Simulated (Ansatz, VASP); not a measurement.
**HfF2: VASP beside Ansatz**

Contents of INCAR:

```
SYSTEM = HfF2
ALGO = Normal
EDIFF = 1E-6
EDIFFG = -0.04
ENCUT = 600
GGA = PE
IBRION = 2
ISIF = 3
ISMEAR = 0
LASPH = .True.
LCHARG = .False.
LREAL = .False.
LWAVE = .False.
NELM = 60
NSW = 90
PREC = Accurate
SIGMA = 0.1
```

KPOINTS

```
k-points
0
Gamma
  6 6 4
  0 0 0
```

File POSCAR:

```
HfF2
1.0
    3.6706167747      0.0000000000      0.0000000000
    0.0000000000      3.6706167747      0.0000000000
    0.0000000000      0.0000000000      5.6006329595
Hf F
2 4
Direct
    0.0000000000      0.5000000000      0.7000000000
    0.5000000000      0.0000000000      0.3000000000
    0.0000000000      0.0000000000      0.0000000000
    0.5000000000      0.5000000000      0.0000000000
    0.0000000000      0.5000000000      0.2700000000
    0.5000000000      0.0000000000      0.7300000000
```

Input for Ansatz:

```yaml
crystal:
  lattice:
    - [3.6706167747, 0.0, 0.0]
    - [0.0, 3.6706167747, 0.0]
    - [0.0, 0.0, 5.6006329595]
  atoms:
    - { symbol: Hf, position: [0.0, 0.5, 0.7] }
    - { symbol: Hf, position: [0.5, 0.0, 0.3] }
    - { symbol: F, position: [0.0, 0.0, 0.0] }
    - { symbol: F, position: [0.5, 0.5, 0.0] }
    - { symbol: F, position: [0.0, 0.5, 0.27] }
    - { symbol: F, position: [0.5, 0.0, 0.73] }
basis:
  ecutwfc: 420
kpoints:
  mp_grid: { grid: [6, 6, 4] }
hamiltonian:
  xc: pbe
scf:
  occupations: { method: gaussian, width: 0.1 }
  lower_state_search: "off"
output:
  forces: true
  stress: true
  eigenvalues: true
relax:
  adjacent_minimum: "off"
  f_tol: 0.04
  max_steps: 70
  cell: { stress_tol: 0.4 }
```

Alike in both runs: task relaxation of cell and atoms; functional PBE; k mesh 6 × 6 × 4; occupations gaussian, width 0.1 eV; no spin polarisation.

```csv
,VASP,Ansatz
version,VASP 6.6.1,Ansatz 0.2.0
potentials or method,"VASP PAW PBE potentials, release 64 (Hf_pv, F), cutoff 600 eV","scalar-relativistic, plane waves, PAW"
valence electrons in the cell,48,80
```

```tsv
	VASP	Ansatz	Ansatz less VASP
gap on the k mesh at the Fermi level, each at its own relaxed structure (eV)	0.47	0.54	+0.073
relaxed volume (Å³/atom)	11.56	11.76	+0.200
relaxed cell length with the largest relative difference (Å)	3.582	3.607	+0.0258
```

VASP's potentials hold 48 valence electrons a cell and Ansatz's 80, so a difference there can come from the potentials and not from the codes.

Spin-orbit coupling is off throughout.
